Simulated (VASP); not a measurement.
Set up this calculation in VASP 6.6.1, as the native input.

```
Task                   : single point
Functional             : PBE
Potentials or basis    : VASP PAW PBE potentials, release 64 (Ga_d, N)
Cutoff                 : 520 eV
k mesh                 : 6 × 6 × 6
Occupations            : gaussian, width 0.05 eV
Spin                   : no spin polarisation
Dipole correction      : no
Further INCAR settings : ALGO = Normal; EDIFF = 1e-07; NBANDS = 46
```

The structure of GaN lies in POSCAR:

```
GaN
1.0
    4.5070012150      0.0000000000      0.0000000000
    0.0000000000     -4.5070012150      0.0000000000
    0.0000000000      0.0000000000     -4.5070012150
Ga N
4 4
Direct
    0.0000000000      0.5000000000      0.4600621363
    0.5000000000      0.0000000000      0.5000000000
    0.5000000000      0.5000000000      0.0000000000
    0.0000000000      0.0000000000      0.0000000000
    0.7500000000      0.7500000000      0.7500000000
    0.2500000000      0.2500000000      0.7500000000
    0.2500000000      0.7500000000      0.2500000000
    0.7500000000      0.2500000000      0.2500000000
```

This cell differs from its parent crystal: atom 1 (Ga) moved +0.180 Å along Cartesian [0 0 1].

These files were run (other wordings do the same):

INCAR

```
SYSTEM = GaN
  PREC = Accurate
  ENCUT = 520
  EDIFF = 1E-7
  ISMEAR = 0
  SIGMA = 0.05
  LREAL = .FALSE.
  LASPH = .TRUE.
  NELM = 60
  ALGO = Normal
  ISIF = 2
  LWAVE = .FALSE.
  LCHARG = .FALSE.
  GGA = PE
  NBANDS = 46
```

KPOINTS

```
regular mesh
0
G
  6 6 6
  0 0 0
```

Potentials or basis: VASP PAW PBE potentials, release 64 (Ga_d, N).

Command:

```bash
$ cat potpaw_PBE.64/Ga_d/POTCAR potpaw_PBE.64/N/POTCAR > POTCAR
$ mpirun -np 1 vasp_std > vasp.out
```

Results of the run:

```json
{
 "Pressure": "6.0 GPa",
 "Largest force": "3.122 eV/Å",
 "Band gap on the k mesh": "1.57 eV"
}
```

Caveat: the cell differs from its parent crystal (atom 1 (Ga) moved +0.180 Å along Cartesian [0 0 1]); the cell stands under pressure; forces of over 1 eV/Å act on the atoms, so gaps and moduli don't describe the material at rest.

Run time: 7.4 min on 1 thread of AMD EPYC 7R43 64-Core Processor (Zen 3), on a shared host, peak memory 0.27 GiB.
